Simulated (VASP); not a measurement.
# Ti6O in VASP: notebook, part 2 of 2

VASP 6.6.1. Earlier steps stand in the parts before.

**4. Single point, PBEsol**

INCAR reads:

```
SYSTEM = Ti6O
PREC = Accurate
ENCUT = 520
EDIFF = 1E-7
ISMEAR = 0
SIGMA = 0.1
LREAL = .FALSE.
LASPH = .TRUE.
NELM = 60
ALGO = Normal
ISIF = 2
LWAVE = .FALSE.
LCHARG = .FALSE.
LDIPOL = .TRUE.
IDIPOL = 3
DIPOL = 0.5 0.5 0.484
GGA = PS
NBANDS = 48
```

KPOINTS reads:

```
regular mesh
0
G
  10 7 1
  0 0 0
```

POSCAR reads:

```
Ti6O
1.0
    2.8679135959      0.0000000000      0.0000000000
    0.0000000000      4.0558423031      0.0000000000
    0.0000000000      0.0000000000     26.1697839898
Ti O
6 1
Direct
    0.5000000000      0.5000000000      0.3248020695
    0.0000000000      0.0000000000      0.3795964385
    0.5000000000      0.5000000000      0.4343908074
    0.0000000000      0.0000000000      0.4940185700
    0.5000000000      0.5000000000      0.5408564674
    0.0000000000      0.0000000000      0.6026864243
    0.5000000000      0.5000000000      0.6124763704
```

Potentials or basis: VASP PAW PBE potentials, release 64 (Ti_sv, O).

Started as:

```
cat potpaw_PBE.64/Ti_sv/POTCAR potpaw_PBE.64/O/POTCAR > POTCAR
mpirun -np 1 vasp_std > vasp.out
```

OUTCAR:

```text
SYSTEM = Ti6O
   PREC = Accurate
   ENCUT = 520
   EDIFF = 1E-7
   ISMEAR = 0
   LREAL = .FALSE.
   LASPH = .TRUE.
   NELM = 60
   ISIF = 2
   GGA = PS

 ion  position               nearest neighbor table
   1  0.500  0.500  0.325-   2 2.87   2 2.87   2 2.87   2 2.87   3 2.87
   2  0.000  0.000  0.380-   3 2.87   3 2.87   3 2.87   3 2.87   1 2.87   1 2.87   1 2.87   1 2.87

   3  0.500  0.500  0.434-   5 2.79   2 2.87   2 2.87   2 2.87   2 2.87   1 2.87
   4  0.000  0.000  0.494-   5 2.77   5 2.77   5 2.77   5 2.77   6 2.84
   5  0.500  0.500  0.541-   7 1.87   4 2.77   4 2.77   4 2.77   4 2.77   3 2.79
   6  0.000  0.000  0.603-   4 2.84
   7  0.500  0.500  0.612-   5 1.87

  LATTYP: Found a simple orthorhombic cell.
 ALAT       =     2.8679135959
 B/A-ratio  =     1.4142135624
 C/A-ratio  =     9.1250252543

  Lattice vectors:

 A1 = (   2.8679135959,   0.0000000000,   0.0000000000)
 A2 = (   0.0000000000,   4.0558423031,   0.0000000000)
 A3 = (   0.0000000000,   0.0000000000,  26.1697839898)

Analysis of symmetry for initial positions (statically):
=====================================================================
 Subroutine PRICEL returns:
 Original cell was already a primitive cell.

 Routine SETGRP: Setting up the symmetry group for a
 simple orthorhombic supercell.

 Subroutine GETGRP returns: Found  4 space group operations
 (whereof  4 operations were pure point group operations)
 out of a pool of  8 trial point group operations.

The static configuration has the point symmetry C_2v.

Analysis of symmetry for dynamics (positions and initial velocities):
=====================================================================
 Subroutine PRICEL returns:
 Original cell was already a primitive cell.

 Routine SETGRP: Setting up the symmetry group for a
 simple orthorhombic supercell.

[... 141 lines left out ...]
   IVDW    =     0    specifies the selected vdW correction
   LEPSILON=     F    determine dielectric tensor
   LRPA    =     F    only Hartree local field effects (RPA)
 non-spin polarized calculation
 Gauss-broadening in eV      SIGMA  =   0.10
  energy-cutoff  :      520.00
  volume of cell :      304.40
 maximum number of plane-waves:      8237
 NGX is ok and might be reduce to    24
   NGX = 11   NGY = 15   NGZ = 97

 dipolmoment           0.000000      0.000000      0.005491 electrons x Angstroem

 number of electron      78.0000024 magnetization

 dipolmoment           0.000000      0.000000     -0.033969 electrons x Angstroem

 Free energy of the ion-electron system (eV)
  ---------------------------------------------------
  ext. energy  EPLUGINS =         0.00000000
  ---------------------------------------------------
  free energy    TOTEN  =       -56.38022217 eV

  energy without entropy =      -56.33513972  energy(sigma->0) =      -56.35768095

 E-fermi :   1.0369     XC(G=0):  -4.8947

 val. band max:        1.0336248029   @ k =   0.1000   0.2857   0.0000
 cond. band min:       1.0409620533   @ k =   0.3000   0.4286   0.0000
 fundamental gap:      0.0073372504
 Fermi energy:         1.0368803369

 k-point     1 :       0.0000    0.0000    0.0000
  band No.  band energies     occupation
      1     -56.1587      2.00000
      2     -55.7059      2.00000
      3     -55.4224      2.00000
      4     -55.3454      2.00000
      5     -55.2568      2.00000
      6     -55.1855      2.00000
[... 1213 lines left out ...]
     47       2.5036      0.00000
     48       2.5477      0.00000

------------------------ aborting loop because EDIFF is reached ----------------------------------------

 vacuum level on the upper side and lower side of the slab       (xc-potential included)        -0.317         0.212

  FORCE on cell =-STRESS in cart. coord.  units (eV):
  Direction    XX          YY          ZZ          XY          YZ          ZX
  --------------------------------------------------------------------------------------
  -------------------------------------------------------------------------------------
  Total       -3.3011201    -11.1996239     -1.5269593      0.0000000      0.0000000      0.0000000
  in kB      -17.3749932    -58.9476855     -8.0369409      0.0000000      0.0000000      0.0000000
  external PRESSURE =     -28.1198732 kB  Pullay stress =       0.0000000 kB

 VOLUME and BASIS-vectors are now :
 -----------------------------------------------------------------------------
  energy-cutoff  :      520.00
  volume of cell :      304.40
      direct lattice vectors                 reciprocal lattice vectors
     2.867913596  0.000000000  0.000000000     0.348685540  0.000000000  0.000000000
     0.000000000  4.055842303  0.000000000     0.000000000  0.246557910  0.000000000
     0.000000000  0.000000000 26.169783990     0.000000000  0.000000000  0.038212008

 POSITION                                       TOTAL-FORCE (eV/Angst)
 -----------------------------------------------------------------------------------
      1.43396      2.02792      8.50000         0.000000      0.000000      0.684164
      0.00000      0.00000      9.93396         0.000000      0.000000     -0.291333
      1.43396      2.02792     11.36791         0.000000      0.000000     -0.375114
      0.00000      0.00000     12.92836         0.000000      0.000000     -0.000772
      1.43396      2.02792     14.15410         0.000000      0.000000     -0.085704
      0.00000      0.00000     15.77217         0.000000      0.000000      0.003775
      1.43396      2.02792     16.02837         0.000000      0.000000      0.064985
 -----------------------------------------------------------------------------------
    total drift:                                0.000000      0.000000      0.000718

  FREE ENERGIE OF THE ION-ELECTRON SYSTEM (eV)
  ---------------------------------------------------
  free  energy   TOTEN  =       -56.3802221733 eV

  energy  without entropy=      -56.3351397207  energy(sigma->0) =      -56.35768095

 vacuum level on the upper side and lower side of the slab         3.809         4.336
```

Wall time 30 min (1 thread of Intel Xeon 8259CL, shared host); peak memory 0.51 GiB.

What came out:

```
Free energy            : -56.3802 eV
Largest force          : 0.684 eV/Å
Band gap on the k mesh : zero (bands 39 and 40 overlap by 0.25 eV)
```

Forces on the atoms (eV/Å):
```
Ti   0.000  0.000  0.684
Ti   0.000  0.000 -0.291
Ti   0.000  0.000 -0.375
Ti   0.000  0.000 -0.001
Ti   0.000  0.000 -0.086
Ti   0.000  0.000  0.004
O    0.000  0.000  0.065
```

Caveat: the PAW data sets were made with another functional, which shifts forces and pressure a little.

**5. Overview**

```tsv
cell	gap on the mesh (eV)	largest force (eV/Å)
as given, atomic positions A	none	0.62
as given, atomic positions B	none	0.68
as given, atomic positions C	none	0.68
```

Alike in all rows: task single point; level PBEsol; potentials or basis VASP PAW PBE potentials, release 64 (Ti_sv, O); no spin polarisation; k mesh 10 × 7 × 1; cutoff (eV) 520; smearing gaussian 0.1 eV.

Caveats: the PAW data sets were made with another functional, which shifts forces and pressure a little.

Total energies depend on the potentials used, so only differences within one code and one set of settings carry meaning.
